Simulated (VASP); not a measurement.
SiO2: single point with LDA

The system is SiO2.

```
Si O
1.0
    -2.37405    2.37405    3.74400
     2.37405   -2.37405    3.74400
     2.37405    2.37405   -3.74400
Si O
2 4
Direct
  0.00000 0.00000 0.00000
  0.75000 0.25000 0.50000
  0.99838 0.62500 0.87338
  0.37500 0.24838 0.37338
  0.75162 0.12500 0.12662
  0.87500 0.00162 0.62662
```

```
Program                : VASP 6.6.1
Task                   : single point
Functional             : LDA
Potentials or basis    : VASP PAW LDA potentials, release 64 (Si, O)
Cutoff                 : 520 eV
k mesh                 : 6 × 6 × 6
Occupations            : gaussian, width 0.01 eV
Spin                   : no spin polarisation
Dipole correction      : no
Further INCAR settings : ALGO = Normal; EDIFF = 1e-06; NBANDS = 25
```

```
Pressure               : -2.3 GPa
Largest force          : 0.252 eV/Å
Band gap on the k mesh : 5.82 eV, direct
```

Forces on the atoms (eV/Å):
```
Si   0.000  0.000  0.000
Si   0.000  0.000  0.000
O    0.000 -0.252  0.000
O   -0.252  0.000  0.000
O    0.000  0.252  0.000
O    0.252  0.000  0.000
```

Stress tensor (GPa, compression positive):
```
-1.71  0.00  0.00
 0.00 -1.71  0.00
 0.00  0.00 -3.63
```

Levels at points of the mesh, in eV from the valence-band top:
```csv
k point,band 12,band 13,band 14,band 15,band 16,band 17,band 18,band 19,band 20,band 21
"(0.00, 0.00, 0.00)",-1.37,-1.34,-1.02,0.00,0.00,5.82,8.42,11.06,11.06,11.16
"(0.50, 0.00, 0.00)",-1.47,-1.28,-0.68,-0.28,-0.18,8.20,8.94,9.76,9.98,10.92
"(0.50, 0.50, 0.00)",-1.91,-0.75,-0.75,-0.23,-0.23,9.24,9.24,9.92,9.92,11.06
"(0.50, 0.50, 0.50)",-1.95,-1.50,-1.50,-0.11,-0.11,8.78,8.78,9.45,9.45,12.01
```

Run time: 45 s on 1 thread of AMD EPYC 9R45 96-Core Processor (Zen 5) (shared host), peak memory 0.18 GiB.

A k mesh can miss the band edges. LDA gaps usually lie below the measured ones, often by a third to a half.
